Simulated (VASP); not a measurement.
The system is Rb3NaO2.

```
Rb Na O
1.0
     4.80838    0.00000    0.00000
     1.52756    6.20976    0.00000
     0.10987    1.17966    6.57516
Rb Na O
3 1 2
Direct
  0.98139 0.59884 0.53614
  0.38573 0.88832 0.61015
  0.77387 0.37898 0.03723
  0.17637 0.62358 0.95587
  0.81105 0.86284 0.11584
  0.82445 0.14515 0.71927
```

The cell was generated, and may not be a known phase.

```yaml
Program: VASP 6.6.1
Task: relaxation of cell and atoms
Functional: PBE
Potentials_or_basis: VASP PAW PBE potentials, release 64 (Rb_sv, Na_pv, O)
Cutoff: 600 eV
k_mesh: 3 × 2 × 2
Occupations: gaussian, width 0.15 eV
Spin: no spin polarisation
```

At the start: pressure -0.7 GPa; volume 32.72 Å³/atom.

Q: Where does the relaxation end?

A: Over 32 steps the energy falls by 912.7 meV/atom and the volume is 29.24 Å³/atom (-10.6 %); space group P1 (No. 1, to 0.1 Å) before and after.

The path:
```csv
step,energy change (eV),largest force (eV/Å),pressure (GPa),volume (Å³)
1,0.0000,2.4744,-0.70,196.33
2,-1.5311,1.7326,-0.76,191.71
3,-2.8628,2.5492,1.68,178.79
4,-3.3877,0.8678,-0.62,187.40
5,-3.3896,0.8062,-0.54,186.77
6,-3.5683,0.7217,-0.29,184.73
7,-3.7346,0.6992,0.78,179.25
8,-3.9320,0.4991,0.39,185.08
9,-4.0299,0.6825,0.20,193.15
10,-4.1996,0.6681,-0.45,199.66
11,-4.3914,0.6591,-1.42,213.21
12,-4.6550,0.5768,-0.65,202.55
13,-4.7099,0.6986,0.14,195.63
14,-4.7910,0.5886,0.10,193.43
15,-4.7976,0.7649,0.14,192.54
16,-4.8983,0.3800,-0.37,192.65
17,-4.9210,0.5272,-0.70,192.68
18,-5.0194,0.5309,-0.48,187.02
19,-5.1910,0.7609,0.82,169.99
20,-5.2838,0.5382,0.60,169.76
21,-5.2864,0.5235,0.60,169.68
22,-5.3688,0.2982,-0.14,173.60
23,-5.3861,0.2265,-0.54,176.50
24,-5.4111,0.1453,-0.14,173.22
25,-5.4164,0.1802,0.17,171.15
26,-5.4278,0.1204,0.15,171.60
27,-5.4388,0.1960,0.10,172.89
28,-5.4460,0.1812,0.03,173.87
29,-5.4549,0.1691,-0.24,176.79
30,-5.4660,0.1217,-0.02,175.41
31,-5.4699,0.1162,0.23,173.91
32,-5.4762,0.0550,0.05,175.43
```

Final structure:
```xyz
6
Lattice="4.2503 -0.6381 -0.6227 0.9878 6.5133 -0.0074 -0.8054 2.0369 6.3534" Properties=species:S:1:pos:R:3 pbc="T T T"
Rb    4.1018    4.0295    2.5409
Rb    2.5318    7.4501    3.7640
Rb    3.0676    1.4195   -0.3235
Na    1.4611    5.2221   -0.0479
O     3.5199    4.1651   -0.0682
O    -0.2670    2.6327    4.8150
```

Caveat: the k points lie up to 0.51 Å⁻¹ apart in the final cell; the relaxation stopped at a loose force limit of 0.08 eV/Å, so its end isn't a converged minimum.
